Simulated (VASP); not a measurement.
Here is a VASP 6.6.1 calculation.

INCAR

```
ALGO     = Normal         # electronic algorithm
EDIFF    = 1E-6           # SCF threshold, eV
ENCUT    = 520            # plane-wave cutoff, eV
GGA      = PE             # functional
ISIF     = 2              # what is computed and relaxed
ISMEAR   = 0              # smearing method
LASPH    = T              # aspherical terms in the spheres
LCHARG   = T              # write CHGCAR
LELF     = T              # ELF
LREAL    = F              # projectors in reciprocal space
LVHAR    = T            
LWAVE    = F              # write WAVECAR
NBANDS   = 20             # bands
NELM     = 60             # most SCF steps
PREC     = Accurate       # precision mode
SIGMA    = 0.1            # smearing width, eV
```

File KPOINTS:

```
k-points
0
Gamma
  4 4 4
```

Contents of POSCAR:

```
Si4Cl
1.0
    4.6985600282      0.0000000000      0.0000000000
    0.0000000000      4.6985600282      0.0000000000
    0.0000000000      0.0000000000      4.6985600282
Si Cl
4 1
Direct
    0.0000000000      0.0000000000      0.0000000000
    0.5000000000      0.5000000000      0.0000000000
    0.5000000000      0.0000000000      0.5000000000
    0.0000000000      0.5000000000      0.5000000000
    0.5000000000      0.5000000000      0.5000000000
```

Potentials or basis: VASP PAW PBE potentials, release 64 (Si, Cl).

Command:

```bash
$ cat potpaw_PBE.64/Si/POTCAR potpaw_PBE.64/Cl/POTCAR > POTCAR
$ mpirun -np 1 vasp_std > vasp.out
```

Task: Estimate the pressure.

Result: 0.2 GPa.

Caveat: an odd number of electrons without spin polarisation forces a metal; a magnetic or distorted state may lie lower.
